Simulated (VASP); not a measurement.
# BaTiO3 (R3m) in VASP: notebook

BaTiO3 is run at these levels: PBE, PBEsol+D3(BJ); tasks: single point.

All numbers are computed with VASP 6.6.1; they aren't measurements. Logs are shortened: lines on timing, memory, paths and dates and some standing lists are left out, and cuts for length are marked.

### Step 1. The cell of the first run

Symmetry: R3m, No. 160, trigonal system. The conventional cell has a = 5.655 Å, b = 5.655 Å, c = 6.955 Å, α = 90.00°, β = 90.00°, γ = 120.00°. Ba (site symmetry 3m) has 12 O at 2.79 to 2.89 Å and 8 Ti at 3.37 to 3.59 Å within 3.7 Å. Ti (site symmetry 3m) has 6 O at 1.87 to 2.14 Å within 2.5 Å. Within 2.5 Å of O (site symmetry m) lie 2 Ti at 1.87 to 2.14 Å.

### Step 2. Single point, PBE

File INCAR:

```
SYSTEM = BaTiO3
PREC = Accurate
ENCUT = 520
EDIFF = 1E-6
ISMEAR = -1
SIGMA = 0.05
LREAL = .False.
LASPH = .True.
NELM = 60
ALGO = Normal
ISIF = 2
LWAVE = .False.
LCHARG = .True.
GGA = PE
LELF = .True.
LVHAR = .True.
NBANDS = 28
```

File KPOINTS:

```
regular mesh
0
Gamma
  5 5 5
  0 0 0
```

File POSCAR:

```
BaTiO3
1.0
    2.8273666084      1.6323808724      2.3183934932
   -2.8273666084      1.6323808724      2.3183934932
    0.0000000000     -3.2647617449      2.3183934932
Ba Ti O
1 1 3
Direct
    0.0000000000      0.0000000000      0.0000000000
    0.4845000000      0.4845000000      0.4845000000
    0.5086000000      0.0175000000      0.5086000000
    0.0175000000      0.5086000000      0.5086000000
    0.5086000000      0.5086000000      0.0175000000
```

Potentials or basis: VASP PAW PBE potentials, release 64 (Ba_sv, Ti_sv, O).

Run with:

```sh
$ cat potpaw_PBE.64/Ba_sv/POTCAR potpaw_PBE.64/Ti_sv/POTCAR potpaw_PBE.64/O/POTCAR > POTCAR
$ mpirun -np 1 vasp_std > vasp.out
```

OUTCAR:

```text
SYSTEM = BaTiO3
   PREC = Accurate
   ENCUT = 520
   EDIFF = 1E-6
   ISMEAR = -1
   LREAL = .False.
   LASPH = .True.
   NELM = 60
   ISIF = 2
   GGA = PE

 ion  position               nearest neighbor table
   1  0.000  0.000  0.000-   5 2.79   4 2.79   3 2.79   4 2.83   3 2.83   4 2.83   3 2.83   5 2.83
                             5 2.83   5 2.89   4 2.89   3 2.89   2 3.37   2 3.43   2 3.43   2 3.43
   2  0.484  0.484  0.484-   3 1.87   4 1.87   5 1.87   3 2.14   4 2.14   5 2.14   1 3.37   1 3.43
                             1 3.43   1 3.43   1 3.50   1 3.50   1 3.50   1 3.59
   3  0.509  0.017  0.509-   2 1.87   2 2.14   1 2.79   1 2.83   1 2.83   1 2.89
   4  0.017  0.509  0.509-   2 1.87   2 2.14   1 2.79   1 2.83   1 2.83   1 2.89
   5  0.509  0.509  0.017-   2 1.87   2 2.14   1 2.79   1 2.83   1 2.83   1 2.89

  LATTYP: Found a trigonal (rhomboedric) cell.
 ALAT       =     4.0042000000
 COS(alpha) =     0.0028448828

  Lattice vectors:

 A1 = (   2.8273666084,   1.6323808724,   2.3183934932)
 A2 = (  -2.8273666084,   1.6323808724,   2.3183934932)
 A3 = (   0.0000000000,  -3.2647617449,   2.3183934932)

Analysis of symmetry for initial positions (statically):
=====================================================================
 Subroutine PRICEL returns:
 Original cell was already a primitive cell.

 Routine SETGRP: Setting up the symmetry group for a
 trigonal (rhombohedral) supercell.

 Subroutine GETGRP returns: Found  6 space group operations
 (whereof  6 operations were pure point group operations)
 out of a pool of 12 trial point group operations.

The static configuration has the point symmetry C_3v.

Analysis of symmetry for dynamics (positions and initial velocities):
=====================================================================
 Subroutine PRICEL returns:
 Original cell was already a primitive cell.

 Routine SETGRP: Setting up the symmetry group for a
 trigonal (rhombohedral) supercell.

 Subroutine GETGRP returns: Found  6 space group operations
 (whereof  6 operations were pure point group operations)
 out of a pool of 12 trial point group operations.

The dynamic configuration has the point symmetry C_3v.

 Subroutine INISYM returns: Found  6 space group operations
 (whereof  6 operations are pure point group operations),
 and found     1 'primitive' translations

----------------------------------------------------------------------------------------

                                     Primitive cell

  volume of cell :      64.2010

  direct lattice vectors                    reciprocal lattice vectors
     2.827366608  1.632380872  2.318393493     0.176843002  0.102100355  0.143777721
    -2.827366608  1.632380872  2.318393493    -0.176843002  0.102100355  0.143777721
     0.000000000 -3.264761745  2.318393493     0.000000000 -0.204200710  0.143777721

  length of vectors
     4.004200000  4.004200000  4.004200000     0.249739791  0.249739791  0.249739791

  position of ions in fractional coordinates (direct lattice)
     0.000000000  0.000000000  0.000000000
     0.484500000  0.484500000  0.484500000
     0.508600000  0.017500000  0.508600000
     0.017500000  0.508600000  0.508600000
     0.508600000  0.508600000  0.017500000

  ion indices of the primitive-cell ions
   primitive index   ion index
                 1           1
                 2           2
                 3           3
                 4           4
                 5           5

----------------------------------------------------------------------------------------

 KPOINTS: regular mesh

Automatic generation of k-mesh.
 Grid dimensions read from file:
 generate k-points for:    5    5    5

 Generating k-lattice:

  Cartesian coordinates                     Fractional coordinates (reciprocal lattice)
     0.035368600  0.020420071  0.028755544     0.200000000  0.000000000  0.000000000
    -0.035368600  0.020420071  0.028755544     0.000000000  0.200000000  0.000000000
     0.000000000 -0.040840142  0.028755544     0.000000000  0.000000000  0.200000000

  Length of vectors
     0.049947958  0.049947958  0.049947958

  Shift w.r.t. Gamma in fractional coordinates (k-lattice)
     0.000000000  0.000000000  0.000000000

 Subroutine IBZKPT returns following result:
 ===========================================

 Found     19 irreducible k-points:

 Following reciprocal coordinates:
            Coordinates               Weight
  0.000000  0.000000  0.000000      1.000000
  0.200000  0.000000  0.000000      6.000000
  0.400000  0.000000  0.000000      6.000000
  0.200000  0.200000  0.000000      6.000000
  0.400000  0.200000  0.000000     12.000000
 -0.400000  0.200000  0.000000     12.000000
[... 11 lines left out ...]
  0.400000  0.400000  0.400000      2.000000
 -0.400000  0.400000  0.400000      6.000000
   k-points           NKPTS =     19   k-points in BZ     NKDIM =     19   number of bands    NBANDS=     28
   number of dos      NEDOS =    301   number of ions     NIONS =      5
   total plane-waves  NPLWV =  27000
   dimension x,y,z NGX =    30 NGY =   30 NGZ =   30
   dimension x,y,z NGXF=    60 NGYF=   60 NGZF=   60
   ions per type =               1   1   3
   NGX,Y,Z   is equivalent  to a cutoff of  12.46, 12.46, 12.46 a.u.
   NGXF,Y,Z  is equivalent  to a cutoff of  24.91, 24.91, 24.91 a.u.
 SYSTEM =  BaTiO3
   PREC   = accura    normal or accurate (medium, high low for compatibility)
   ISTART =      0    job   : 0-new  1-cont  2-samecut
   ICHARG =      2    charge: 1-file 2-atom 10-const
   ISPIN  =      1    spin polarized calculation?
   LNONCOLLINEAR =      F non collinear calculations
   LSORBIT =      F    spin-orbit coupling
   LASPH  =      T    aspherical Exc in radial PAW
   ENCUT  =  520.0 eV  38.22 Ry    6.18 a.u.   7.45  7.45  7.45*2*pi/ulx,y,z
   NELM   =     60;   NELMIN=  2; NELMDL= -5     # of ELM steps
   EDIFF  = 0.1E-05   stopping-criterion for ELM
   LREAL  =      F    real-space projection
   EDIFFG = 0.1E-04   stopping-criterion for IOM
   NSW    =      0    number of steps for IOM
   IBRION =     -1    ionic relax: 0-MD 1-quasi-New 2-CG
   NFREE  =      0    steps in history (QN), initial steepest desc. (CG)
   ISIF   =      2    stress and relaxation
   ISYM   =      2    0-nonsym 1-usesym 2-fastsym
   POTIM  = 0.5000    time-step for ionic-motion
   TEBEG  =    0.0;   TEEND  =   0.0 temperature during run
   PSTRESS=    0.0 pullay stress
   NELECT =      40.0000    total number of electrons
   NUPDOWN=      -1.0000    fix difference up-down
   EMIN   =  10.00;   EMAX   =-10.00  energy-range for DOS
   EFERMI =   0.00;   METHOD = LEGACY
   ISMEAR =    -1;   SIGMA  =   0.05  broadening in eV -4-tet -1-fermi 0-gaus
   EFERMI_NEDOS =   21; number of points for ismear=-14 and -15
   IALGO  =     38    algorithm
   IMIX   =      4    mixing-type and parameters
     AMIX     =   0.40;   BMIX     =  1.00
     AMIX_MAG =   1.60;   BMIX_MAG =  1.00
  volume/ion in A,a.u.               =      12.84        86.65
  Fermi-wavevector in a.u.,A,eV,Ry     =   1.398237  2.642285 26.600301  1.955067
  Thomas-Fermi vector in A             =   2.521415
   LORBIT       =      0    0 simple, 1 ext, 2 COOP (PROOUT), +10 PAW based schemes
   GGA     = PE    functional components
   LHFCALC =     F    Hartree Fock is set to
   AEXX    =    0.0000 exact exchange contribution
   IVDW    =     0    specifies the selected vdW correction
   LEPSILON=     F    determine dielectric tensor
   LRPA    =     F    only Hartree local field effects (RPA)
 non-spin polarized calculation
  energy-cutoff  :      520.00
  volume of cell :       64.20
 maximum number of plane-waves:      1753
 NGX is ok and might be reduce to    30
   NGX = 15   NGY = 15   NGZ = 15

 number of electron      39.9999999 magnetization

 Free energy of the ion-electron system (eV)
  ---------------------------------------------------
  ext. energy  EPLUGINS =         0.00000000
  ---------------------------------------------------
  free energy    TOTEN  =       -39.99034005 eV

  energy without entropy =      -39.99034005  energy(sigma->0) =      -39.99034005

 E-fermi :   4.8661     XC(G=0): -11.2351

 val. band max:        3.6556366090   @ k =   0.4000   0.4000   0.4000
 cond. band min:       6.1504595032   @ k =   0.0000   0.0000   0.0000
 fundamental gap:      2.4948228942
 Fermi energy:         4.8661061769

 k-point     1 :       0.0000    0.0000    0.0000
  band No.  band energies     occupation
      1     -52.5191      2.00000
      2     -28.7758      2.00000
      3     -28.7758      2.00000
      4     -28.7742      2.00000
      5     -21.0401      2.00000
      6     -13.0593      2.00000
[... 20 lines left out ...]
     27       8.8344      0.00000
     28      11.1345      0.00000

 k-point     2 :       0.2000    0.0000    0.0000
  band No.  band energies     occupation
      1     -52.5187      2.00000
      2     -28.7939      2.00000
      3     -28.7751      2.00000
      4     -28.7740      2.00000
      5     -20.9999      2.00000
      6     -13.0975      2.00000
[... 20 lines left out ...]
     27       9.5803      0.00000
     28      12.0577      0.00000

 k-point     3 :       0.4000    0.0000    0.0000
  band No.  band energies     occupation
      1     -52.5182      2.00000
      2     -28.8236      2.00000
      3     -28.7740      2.00000
      4     -28.7728      2.00000
      5     -20.9334      2.00000
      6     -13.2537      2.00000
[... 20 lines left out ...]
     27      11.0636      0.00000
     28      12.0485      0.00000

 k-point     4 :       0.2000    0.2000    0.0000
  band No.  band energies     occupation
      1     -52.5184      2.00000
      2     -28.7931      2.00000
      3     -28.7928      2.00000
      4     -28.7738      2.00000
      5     -20.9650      2.00000
      6     -13.0518      2.00000
[... 20 lines left out ...]
     27      10.3027      0.00000
     28      12.1826      0.00000

 k-point     5 :       0.4000    0.2000    0.0000
  band No.  band energies     occupation
      1     -52.5178      2.00000
      2     -28.8223      2.00000
      3     -28.7914      2.00000
      4     -28.7726      2.00000
      5     -20.9065      2.00000
      6     -13.0935      2.00000
[... 20 lines left out ...]
     27      11.7877      0.00000
     28      12.5743      0.00000

 k-point     6 :      -0.4000    0.2000    0.0000
  band No.  band energies     occupation
      1     -52.5178      2.00000
      2     -28.8224      2.00000
      3     -28.7914      2.00000
      4     -28.7726      2.00000
      5     -20.9061      2.00000
      6     -13.0952      2.00000
[... 308 lines left out ...]
      5     -20.8805      2.00000
      6     -12.9303      2.00000
[... 20 lines left out ...]
     27      11.7415      0.00000
     28      12.3229      0.00000

 k-point    17 :      -0.4000   -0.4000    0.2000
  band No.  band energies     occupation
      1     -52.5169      2.00000
      2     -28.8200      2.00000
      3     -28.8191      2.00000
      4     -28.7893      2.00000
      5     -20.8383      2.00000
      6     -12.6496      2.00000
[... 20 lines left out ...]
     27      12.0631      0.00000
     28      12.4171      0.00000

 k-point    18 :       0.4000    0.4000    0.4000
  band No.  band energies     occupation
      1     -52.5163      2.00000
      2     -28.8186      2.00000
      3     -28.8186      2.00000
      4     -28.8168      2.00000
      5     -20.8002      2.00000
      6     -12.3592      2.00000
[... 20 lines left out ...]
     27      11.7359      0.00000
     28      11.7359      0.00000

 k-point    19 :      -0.4000    0.4000    0.4000
  band No.  band energies     occupation
      1     -52.5163      2.00000
      2     -28.8192      2.00000
      3     -28.8186      2.00000
      4     -28.8163      2.00000
      5     -20.8000      2.00000
      6     -12.3524      2.00000
[... 20 lines left out ...]
     27      11.6734      0.00000
     28      11.7660      0.00000

------------------------ aborting loop because EDIFF is reached ----------------------------------------

  FORCE on cell =-STRESS in cart. coord.  units (eV):
  Direction    XX          YY          ZZ          XY          YZ          ZX
  --------------------------------------------------------------------------------------
  -------------------------------------------------------------------------------------
  Total        2.7654927      2.7654927      2.6596609      0.0000000     -0.0000000      0.0000000
  in kB       69.0146166     69.0146166     66.3735164      0.0000000     -0.0000000      0.0000000
  external PRESSURE =      68.1342499 kB  Pullay stress =       0.0000000 kB

 VOLUME and BASIS-vectors are now :
 -----------------------------------------------------------------------------
  energy-cutoff  :      520.00
  volume of cell :       64.20
      direct lattice vectors                 reciprocal lattice vectors
     2.827366608  1.632380872  2.318393493     0.176843002  0.102100355  0.143777721
    -2.827366608  1.632380872  2.318393493    -0.176843002  0.102100355  0.143777721
     0.000000000 -3.264761745  2.318393493     0.000000000 -0.204200710  0.143777721

 POSITION                                       TOTAL-FORCE (eV/Angst)
 -----------------------------------------------------------------------------------
      0.00000      0.00000      0.00000         0.000000      0.000000     -0.117858
      0.00000     -0.00000      3.36978         0.000000     -0.000000      0.204484
      1.38852     -0.80166      2.39884         0.136476     -0.078794     -0.028875
     -1.38852     -0.80166      2.39884        -0.136476     -0.078794     -0.028875
      0.00000      1.60332      2.39884         0.000000      0.157589     -0.028875
 -----------------------------------------------------------------------------------
    total drift:                                0.000000     -0.000001      0.000280

  FREE ENERGIE OF THE ION-ELECTRON SYSTEM (eV)
  ---------------------------------------------------
  free  energy   TOTEN  =       -39.9903400464 eV

  energy  without entropy=      -39.9903400464  energy(sigma->0) =      -39.99034005
```

It took 75 s on 1 thread of Intel Xeon 8259CL, shared host; peak memory 0.16 GiB.

Results:

```yaml
Free_energy: -39.9903 eV
Pressure: 6.8 GPa
Largest_force: 0.204 eV/Å
Band_gap_on_the_k_mesh: 2.49 eV (least direct gap 2.78 eV)
```

Forces in eV/Å, atoms in the order of the input:
```
Ba   0.000  0.000 -0.118
Ti   0.000  0.000  0.204
O    0.136 -0.079 -0.029
O   -0.136 -0.079 -0.029
O    0.000  0.158 -0.029
```

Stress tensor (GPa, compression positive):
```
6.90 0.00 0.00
0.00 6.90 0.00
0.00 0.00 6.64
```

Caveat: the cell stands under pressure; spin-orbit coupling is left out, which moves the levels of the heavy elements; an odd mesh through Γ misses points on the zone boundary, where band edges can lie. Expect the measured gap to be larger: semilocal functionals such as PBE lack the derivative discontinuity.

### Step 3. Single point, PBEsol+D3(BJ)

This run uses another cell than the first one, of 12.35 Å³/atom.

File INCAR:

```
  PREC = Accurate
  ENCUT = 520
  EDIFF = 1E-7
  ISMEAR = -1
  SIGMA = 0.05
  LREAL = False
  LASPH = True
  NELM = 60
  ALGO = Normal
  ISIF = 2
  LWAVE = False
  LCHARG = False
  GGA = PS
  IVDW = 12
  NBANDS = 28
```

File KPOINTS:

```
regular mesh
0
Gamma
  7 7 7
```

File POSCAR:

```
BaTiO3
1.0
    2.7932253321      1.6126693974      2.2845104839
   -2.7932253321      1.6126693974      2.2845104839
    0.0000000000     -3.2253387948      2.2845104838
Ba Ti O
1 1 3
Direct
   -0.0003932839     -0.0003932839     -0.0003932839
    0.4912024741      0.4912024741      0.4912024741
    0.5082571761      0.0118764575      0.5082571761
    0.0118764575      0.5082571761      0.5082571761
    0.5082571761      0.5082571761      0.0118764575
```

Potentials or basis: VASP PAW PBE potentials, release 64 (Ba_sv, Ti_sv, O).

Run with:

```sh
$ cat potpaw_PBE.64/Ba_sv/POTCAR potpaw_PBE.64/Ti_sv/POTCAR potpaw_PBE.64/O/POTCAR > POTCAR
$ mpirun -np 1 vasp_std > vasp.out
```

Run time: 2.7 min. Hardware: 1 thread of Intel Xeon 8259CL, shared host; peak memory 0.2 GiB.

The run converged. Its results:

* Free energy: -43.3378 eV
* Pressure: 2.2 GPa
* Largest force: 0.040 eV/Å
* Band gap on the k mesh: 2.14 eV (least direct gap 2.30 eV)
* Dispersion energy per atom: -0.275 eV

Forces in eV/Å, atoms in the order of the input:
```
Ba   0.000  0.000  0.032
Ti   0.000  0.000  0.040
O    0.011 -0.006 -0.024
O   -0.011 -0.006 -0.024
O    0.000  0.013 -0.024
```

Levels at points of the mesh, in eV from the valence-band top:
```csv
k point,band 18,band 19,band 20,band 21,band 22,band 23
"(0.00, 0.00, 0.00)",-0.26,-0.17,-0.17,2.14,2.14,2.23
```

Caveat: the PAW data sets were made with another functional, which shifts forces and pressure a little; spin-orbit coupling is left out, which moves the levels of the heavy elements; an odd mesh through Γ misses points on the zone boundary, where band edges can lie.
